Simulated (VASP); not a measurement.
# TaAs (I4_1md) in VASP: a series of runs

Runs on TaAs. Level: PBE. Tasks: single point.

Everything below comes from runs of VASP 6.6.1. Logs are shortened: lines on timing, memory, paths and dates and some standing lists are left out, and cuts for length are marked.

**1. The cell of the first run**

Symmetry: I4_1md, No. 109, tetragonal system. The conventional cell has a = 3.501 Å, b = 3.501 Å, c = 11.943 Å, α = 90.00°, β = 90.00°, γ = 90.00°. Ta (site symmetry 2mm) has 6 As at 2.66 to 2.67 Å and 4 Ta at 3.46 Å within 3.5 Å. Within 3.5 Å of As (site symmetry 2mm) lie 6 Ta at 2.66 to 2.67 Å and 4 As at 3.46 Å.

**2. Single point, PBE (volume scaled by 1.040)**

The input, INCAR:

```
SYSTEM = TaAs
PREC = Accurate ; ENCUT = 520
EDIFF = 1E-6 ; ISMEAR = 0
SIGMA = 0.05 ; LREAL = .False.
LASPH = .True. ; NELM = 80
ALGO = Normal ; ISIF = 2
LWAVE = .False. ; LCHARG = .False.
GGA = PE ; NBANDS = 24
```

The input, KPOINTS:

```
Automatic mesh
0
Gamma
  16 16 16
  0 0 0
```

The input, POSCAR:

```
TaAs
1.0
   -1.7502528682      1.7502528682      5.9717237066
    1.7502528682     -1.7502528682      5.9717237066
    1.7502528682      1.7502528682     -5.9717237066
Ta As
2 2
Direct
    0.4999414471      0.9999414471      0.5000000000
    0.7499414471      0.7499414471      0.0000000000
    0.0826579729      0.5826579729      0.5000000000
    0.3326579729      0.3326579729      0.0000000000
```

Potentials or basis: VASP PAW PBE potentials, release 64 (Ta_pv, As).

Launch:

```console
> cat potpaw_PBE.64/Ta_pv/POTCAR potpaw_PBE.64/As/POTCAR > POTCAR
> mpirun -np 1 vasp_std > vasp.out
```

OUTCAR:

```text
SYSTEM = TaAs
   PREC = Accurate
   ENCUT = 520
   EDIFF = 1E-6
   ISMEAR = 0
   LREAL = .False.
   LASPH = .True.
   NELM = 80
   ISIF = 2
   GGA = PE

 ion  position               nearest neighbor table
   1  0.500  1.000  0.500-   4 2.66   4 2.66   3 2.67   3 2.67   3 2.67   3 2.67   2 3.46   2 3.46
                             2 3.46   2 3.46
   2  0.750  0.750  0.000-   3 2.66   3 2.66   4 2.67   4 2.67   4 2.67   4 2.67   1 3.46   1 3.46
                             1 3.46   1 3.46
   3  0.083  0.583  0.500-   2 2.66   2 2.66   1 2.67   1 2.67   1 2.67   1 2.67
   4  0.333  0.333  0.000-   1 2.66   1 2.66   2 2.67   2 2.67   2 2.67   2 2.67

  LATTYP: Found a body centered tetragonal cell.
 ALAT       =     3.5005057364
 C/A-ratio  =     3.4119205374

  Lattice vectors:

 A1 = (  -1.7502528682,   1.7502528682,   5.9717237066)
 A2 = (   1.7502528682,  -1.7502528682,   5.9717237066)
 A3 = (   1.7502528682,   1.7502528682,  -5.9717237066)

Analysis of symmetry for initial positions (statically):
=====================================================================
 Subroutine PRICEL returns:
 Original cell was already a primitive cell.

 Routine SETGRP: Setting up the symmetry group for a
 body centered tetragonal supercell.

 Subroutine GETGRP returns: Found  8 space group operations
 (whereof  4 operations were pure point group operations)
 out of a pool of 16 trial point group operations.

The static configuration has the point symmetry C_2v.
 The point group associated with its full space group is C_4v.

Analysis of symmetry for dynamics (positions and initial velocities):
=====================================================================
 Subroutine PRICEL returns:
 Original cell was already a primitive cell.

 Routine SETGRP: Setting up the symmetry group for a
 body centered tetragonal supercell.

 Subroutine GETGRP returns: Found  8 space group operations
 (whereof  4 operations were pure point group operations)
 out of a pool of 16 trial point group operations.

The dynamic configuration has the point symmetry C_2v.
 The point group associated with its full space group is C_4v.

 Subroutine INISYM returns: Found  8 space group operations
 (whereof  4 operations are pure point group operations),
 and found     1 'primitive' translations

----------------------------------------------------------------------------------------

                                     Primitive cell

  volume of cell :      73.1748

  direct lattice vectors                    reciprocal lattice vectors
    -1.750252868  1.750252868  5.971723707     0.000000000  0.285673007  0.083727919
     1.750252868 -1.750252868  5.971723707     0.285673007  0.000000000  0.083727919
     1.750252868  1.750252868 -5.971723707     0.285673007  0.285673007  0.000000000

  length of vectors
     6.464383515  6.464383515  6.464383515     0.297690160  0.297690160  0.404002641

  position of ions in fractional coordinates (direct lattice)
     0.499941447  0.999941447  0.500000000
     0.749941447  0.749941447  0.000000000
     0.082657973  0.582657973  0.500000000
     0.332657973  0.332657973  0.000000000

  ion indices of the primitive-cell ions
   primitive index   ion index
                 1           1
                 2           2
                 3           3
                 4           4

----------------------------------------------------------------------------------------

 KPOINTS: Automatic mesh

Automatic generation of k-mesh.
 Grid dimensions read from file:
 generate k-points for:   16   16   16

 Generating k-lattice:

  Cartesian coordinates                     Fractional coordinates (reciprocal lattice)
     0.000000000  0.017854563  0.005232995     0.062500000  0.000000000  0.000000000
     0.017854563  0.000000000  0.005232995     0.000000000  0.062500000  0.000000000
     0.017854563  0.017854563  0.000000000     0.000000000  0.000000000  0.062500000

  Length of vectors
     0.018605635  0.018605635  0.025250165

  Shift w.r.t. Gamma in fractional coordinates (k-lattice)
     0.000000000  0.000000000  0.000000000

 Subroutine IBZKPT returns following result:
 ===========================================

 Found    349 irreducible k-points:

 Following reciprocal coordinates:
            Coordinates               Weight
  0.000000  0.000000  0.000000      1.000000
  0.062500  0.000000  0.000000      8.000000
  0.125000  0.000000  0.000000      8.000000
  0.187500  0.000000 -0.000000      8.000000
  0.250000  0.000000  0.000000      8.000000
  0.312500  0.000000 -0.000000      8.000000
[... 16 lines left out ...]
 -0.125000  0.062500  0.000000     16.000000
 -0.062500  0.062500  0.000000      4.000000
 [... further k-points ...]
   k-points           NKPTS =    349   k-points in BZ     NKDIM =    349   number of bands    NBANDS=     24
   number of dos      NEDOS =    301   number of ions     NIONS =      4
   total plane-waves  NPLWV = 110592
   dimension x,y,z NGX =    48 NGY =   48 NGZ =   48
   dimension x,y,z NGXF=    96 NGYF=   96 NGZF=   96
   ions per type =               2   2
   NGX,Y,Z   is equivalent  to a cutoff of  12.34, 12.34, 12.34 a.u.
   NGXF,Y,Z  is equivalent  to a cutoff of  24.69, 24.69, 24.69 a.u.
 SYSTEM =  TaAs
   PREC   = accura    normal or accurate (medium, high low for compatibility)
   ISTART =      0    job   : 0-new  1-cont  2-samecut
   ICHARG =      2    charge: 1-file 2-atom 10-const
   ISPIN  =      1    spin polarized calculation?
   LNONCOLLINEAR =      F non collinear calculations
   LSORBIT =      F    spin-orbit coupling
   LASPH  =      T    aspherical Exc in radial PAW
   ENCUT  =  520.0 eV  38.22 Ry    6.18 a.u.  12.02 12.02 12.02*2*pi/ulx,y,z
   NELM   =     80;   NELMIN=  2; NELMDL= -5     # of ELM steps
   EDIFF  = 0.1E-05   stopping-criterion for ELM
   LREAL  =      F    real-space projection
   EDIFFG = 0.1E-04   stopping-criterion for IOM
   NSW    =      0    number of steps for IOM
   IBRION =     -1    ionic relax: 0-MD 1-quasi-New 2-CG
   NFREE  =      0    steps in history (QN), initial steepest desc. (CG)
   ISIF   =      2    stress and relaxation
   ISYM   =      2    0-nonsym 1-usesym 2-fastsym
   POTIM  = 0.5000    time-step for ionic-motion
   TEBEG  =    0.0;   TEEND  =   0.0 temperature during run
   PSTRESS=    0.0 pullay stress
   NELECT =      32.0000    total number of electrons
   NUPDOWN=      -1.0000    fix difference up-down
   EMIN   =  10.00;   EMAX   =-10.00  energy-range for DOS
   EFERMI =   0.00;   METHOD = LEGACY
   ISMEAR =     0;   SIGMA  =   0.05  broadening in eV -4-tet -1-fermi 0-gaus
   EFERMI_NEDOS =   21; number of points for ismear=-14 and -15
   IALGO  =     38    algorithm
   IMIX   =      4    mixing-type and parameters
     AMIX     =   0.40;   BMIX     =  1.00
     AMIX_MAG =   1.60;   BMIX_MAG =  1.00
  volume/ion in A,a.u.               =      18.29       123.45
  Fermi-wavevector in a.u.,A,eV,Ry     =   1.242618  2.348208 21.008757  1.544100
  Thomas-Fermi vector in A             =   2.376965
   LORBIT       =      0    0 simple, 1 ext, 2 COOP (PROOUT), +10 PAW based schemes
   GGA     = PE    functional components
   LHFCALC =     F    Hartree Fock is set to
   AEXX    =    0.0000 exact exchange contribution
   IVDW    =     0    specifies the selected vdW correction
   LEPSILON=     F    determine dielectric tensor
   LRPA    =     F    only Hartree local field effects (RPA)
 non-spin polarized calculation
 Gauss-broadening in eV      SIGMA  =   0.05
  energy-cutoff  :      520.00
  volume of cell :       73.17
 maximum number of plane-waves:      2018
   NGX = 25   NGY = 25   NGZ = 25

 number of electron      31.9999998 magnetization

 Free energy of the ion-electron system (eV)
  ---------------------------------------------------
  ext. energy  EPLUGINS =         0.00000000
  ---------------------------------------------------
  free energy    TOTEN  =       -35.06688083 eV

  energy without entropy =      -35.06637933  energy(sigma->0) =      -35.06663008

 E-fermi :   6.5098     XC(G=0): -11.6657

 val. band max:        6.5093901835   @ k =  -0.3750   0.3750   0.3750
 cond. band min:       6.5135291928   @ k =  -0.2500   0.2500   0.2500
 fundamental gap:      0.0041390093
 Fermi energy:         6.5097915991

 k-point     1 :       0.0000    0.0000    0.0000
  band No.  band energies     occupation
      1     -28.5833      2.00000
      2     -28.5698      2.00000
      3     -28.5698      2.00000
      4     -28.4358      2.00000
      5     -28.4358      2.00000
      6     -28.3929      2.00000
[... 16 lines left out ...]
     23      10.3468      0.00000
     24      10.3611      0.00000

 k-point     2 :       0.0625    0.0000    0.0000
  band No.  band energies     occupation
      1     -28.5836      2.00000
      2     -28.5727      2.00000
      3     -28.5693      2.00000
      4     -28.4406      2.00000
      5     -28.4352      2.00000
      6     -28.3933      2.00000
[... 16 lines left out ...]
     23       9.9191      0.00000
     24      10.5245      0.00000

 k-point     3 :       0.1250    0.0000    0.0000
  band No.  band energies     occupation
      1     -28.5937      2.00000
      2     -28.5716      2.00000
      3     -28.5680      2.00000
      4     -28.4540      2.00000
      5     -28.4337      2.00000
      6     -28.3950      2.00000
[... 16 lines left out ...]
     23      10.1412      0.00000
     24      10.9793      0.00000
[... 514 lines left out ...]
 k-point    23 :      -0.1250    0.0625    0.0000
  band No.  band energies     occupation
      1     -28.5933      2.00000
      2     -28.5763      2.00000
      3     -28.5679      2.00000
      4     -28.4535      2.00000
      5     -28.4385      2.00000
      6     -28.3937      2.00000
[... 16 lines left out ...]
     23      10.3772      0.00000
     24      10.5999      0.00000

 k-point    24 :      -0.0625    0.0625    0.0000
  band No.  band energies     occupation
      1     -28.5842      2.00000
      2     -28.5746      2.00000
      3     -28.5703      2.00000
      4     -28.4407      2.00000
      5     -28.4395      2.00000
      6     -28.3929      2.00000
[... 16 lines left out ...]
     23      10.1305      0.00000
     24      10.1497      0.00000

 [... further k-points ...]
[... 5 lines left out ...]
  --------------------------------------------------------------------------------------
  -------------------------------------------------------------------------------------
  Total       -2.6956002     -2.6956002     -2.7300290      0.0000000      0.0000000      0.0000000
  in kB      -59.0207550    -59.0207550    -59.7745833      0.0000000      0.0000000      0.0000000
  external PRESSURE =     -59.2720311 kB  Pullay stress =       0.0000000 kB

 VOLUME and BASIS-vectors are now :
 -----------------------------------------------------------------------------
  energy-cutoff  :      520.00
  volume of cell :       73.17
      direct lattice vectors                 reciprocal lattice vectors
    -1.750252868  1.750252868  5.971723707     0.000000000  0.285673007  0.083727919
     1.750252868 -1.750252868  5.971723707     0.285673007  0.000000000  0.083727919
     1.750252868  1.750252868 -5.971723707     0.285673007  0.285673007  0.000000000

 POSITION                                       TOTAL-FORCE (eV/Angst)
 -----------------------------------------------------------------------------------
      1.75025      0.00000      5.97102         0.000000      0.000000      0.002084
      0.00000      0.00000      8.95689        -0.000000     -0.000000      0.002084
      1.75025     -0.00000      0.98722        -0.000000      0.000000     -0.002084
      0.00000      0.00000      3.97308         0.000000     -0.000000     -0.002084
 -----------------------------------------------------------------------------------
    total drift:                                0.000000      0.000000     -0.000077

  FREE ENERGIE OF THE ION-ELECTRON SYSTEM (eV)
  ---------------------------------------------------
  free  energy   TOTEN  =       -35.0668808293 eV

  energy  without entropy=      -35.0663793315  energy(sigma->0) =      -35.06663008
```

It took 10 min on 1 thread of Intel Xeon 6975P-C (Granite Rapids), shared host; peak memory 0.74 GiB.

Results:

```yaml
Free_energy: -35.0669 eV
Pressure: -5.9 GPa
Band_gap_on_the_k_mesh: zero (band 16 reaches 6.55 eV, above the bottom of band 17 at 6.49 eV)
```

Forces in eV/Å, atoms in the order of the input:
```
Ta   0.000  0.000  0.002
Ta   0.000  0.000  0.002
As   0.000  0.000 -0.002
As   0.000  0.000 -0.002
```

Caveat: the cell differs from its parent crystal (volume scaled by 1.040); spin-orbit coupling is left out, which moves the levels of the heavy elements.

**3. Single point, PBE**

This run uses another cell than the first one, of 17.59 Å³/atom, 0.962 times its volume.

The input, INCAR:

```
SYSTEM = TaAs
PREC = Accurate ; ENCUT = 520
EDIFF = 1E-6 ; ISMEAR = 0
SIGMA = 0.05 ; LREAL = .FALSE.
LASPH = .TRUE. ; NELM = 60
ALGO = Normal ; ISIF = 2
LWAVE = .FALSE. ; LCHARG = .FALSE.
GGA = PE ; NBANDS = 24
```

The input, KPOINTS:

```
regular mesh
0
G
  16 16 16
  0 0 0
```

The input, POSCAR:

```
TaAs
1.0
   -1.7313527948      1.7313527948      5.8680907028
    1.7313527948     -1.7313527948      5.8680907028
    1.7313527948      1.7313527948     -5.8680907028
Ta As
2 2
Direct
    0.5001693557      1.0001693557      0.5000000000
    0.7501693557      0.7501693557      0.0000000000
    0.0824300643      0.5824300643      0.5000000000
    0.3324300643      0.3324300643      0.0000000000
```

Potentials or basis: VASP PAW PBE potentials, release 64 (Ta_pv, As).

Launch:

```console
> cat potpaw_PBE.64/Ta_pv/POTCAR potpaw_PBE.64/As/POTCAR > POTCAR
> mpirun -np 1 vasp_std > vasp.out
```

Run time: 9.7 min. Hardware: 1 thread of Intel Xeon 6975P-C (Granite Rapids), shared host; peak memory 0.73 GiB.

Results (log left out):

```
Free energy            : -35.1170 eV
Pressure               : 0.4 GPa
Band gap on the k mesh : zero (band 16 reaches 6.92 eV, above the bottom of band 17 at 6.86 eV)
```

Forces on the atoms (eV/Å):
```
Ta   0.000  0.000  0.002
Ta   0.000  0.000  0.002
As   0.000  0.000 -0.002
As   0.000  0.000 -0.002
```

Stress tensor (GPa, compression positive):
```
0.47 0.00 0.00
0.00 0.47 0.00
0.00 0.00 0.35
```

Levels at points of the mesh, in eV from the Fermi level:
```csv
k point,band 13,band 14,band 15,band 16,band 17,band 18,band 19,band 20
"(0.00, 0.00, 0.00)",-2.32,-1.91,-1.64,-1.64,0.87,1.53,2.31,3.02
"(0.50, 0.00, 0.00)",-2.44,-2.30,-1.54,-0.26,0.11,1.35,2.22,2.40
"(0.50, 0.50, 0.00)",-3.17,-3.17,-1.13,-1.13,2.73,2.73,3.01,3.01
"(0.50, 0.50, 0.50)",-2.76,-2.76,-0.96,-0.96,1.18,1.18,2.26,2.26
```

Caveat: spin-orbit coupling is left out, which moves the levels of the heavy elements.

**4. Single point, PBE (volume scaled by 1.020)**

The input, INCAR:

```
ALGO     = Normal         # electronic algorithm
EDIFF    = 1E-6           # SCF threshold, eV
ENCUT    = 520            # plane-wave cutoff, eV
GGA      = PE             # functional
ISIF     = 2              # what is computed and relaxed
ISMEAR   = 0              # smearing method
LASPH    = True           # aspherical terms in the spheres
LCHARG   = False          # write CHGCAR
LREAL    = False          # projectors in reciprocal space
LWAVE    = False          # write WAVECAR
NBANDS   = 24             # bands
NELM     = 60             # most SCF steps
PREC     = Accurate       # precision mode
SIGMA    = 0.05           # smearing width, eV
```

The input, KPOINTS:

```
k-points
0
Gamma
  16 16 16
```

The input, POSCAR:

```
TaAs
1.0
   -1.7408990640      1.7408990640      5.9199896981
    1.7408990640     -1.7408990640      5.9199896981
    1.7408990640      1.7408990640     -5.9199896981
Ta As
2 2
Direct
    0.5000507318      1.0000507318      0.5000000000
    0.7500507318      0.7500507318      0.0000000000
    0.0825486882      0.5825486882      0.5000000000
    0.3325486882      0.3325486882      0.0000000000
```

Launch:

```console
> cat potpaw_PBE.64/Ta_pv/POTCAR potpaw_PBE.64/As/POTCAR > POTCAR
> mpirun -np 1 vasp_std > vasp.out
```

Run time: 10 min. Hardware: 1 thread of Intel Xeon 6975P-C (Granite Rapids), shared host; peak memory 0.72 GiB.

Results (log left out):

| Property | Result |
| --- | --- |
| Free energy | -35.1059 eV |
| Pressure | -2.9 GPa |
| Band gap on the k mesh | zero (band 16 reaches 6.74 eV, above the bottom of band 17 at 6.67 eV) |

Forces on the atoms (eV/Å):
```
Ta   0.000  0.000  0.002
Ta   0.000  0.000  0.002
As   0.000  0.000 -0.002
As   0.000  0.000 -0.002
```

Stress tensor (GPa, compression positive):
```
-2.89  0.00  0.00
 0.00 -2.89  0.00
 0.00  0.00 -2.98
```

Levels at points of the mesh, in eV from the Fermi level:
```tsv
k point	band 14	band 15	band 16	band 17	band 18	band 19
(0.00, 0.00, 0.00)	-1.88	-1.62	-1.62	0.85	1.49	2.23
(0.50, 0.00, 0.00)	-2.29	-1.52	-0.28	0.11	1.31	2.14
(0.50, 0.50, 0.00)	-3.15	-1.12	-1.12	2.66	2.66	2.92
(0.50, 0.50, 0.50)	-2.69	-0.96	-0.96	1.16	1.16	2.18
```

Caveat: the cell differs from its parent crystal (volume scaled by 1.020); spin-orbit coupling is left out, which moves the levels of the heavy elements.

**5. Summary**

| cell | gap on the mesh (eV) | pressure (GPa) |
| --- | --- | --- |
| a = 6.464 Å, angles 148.6, 148.6, 45.0°, 4 atoms | none | -5.9 |
| a = 6.358 Å, angles 148.4, 148.4, 45.3°, 4 atoms | none | 0.4 |
| a = 6.412 Å, angles 148.5, 148.5, 45.2°, 4 atoms | none | -2.9 |

Alike in all rows: task single point; level PBE; potentials or basis VASP PAW PBE potentials, release 64 (Ta_pv, As); no spin polarisation; k mesh 16 × 16 × 16; cutoff (eV) 520; smearing gaussian 0.05 eV.

Caveats: spin-orbit coupling is left out, which moves the levels of the heavy elements.

Absolute energies hang on the potentials; compare differences alone.
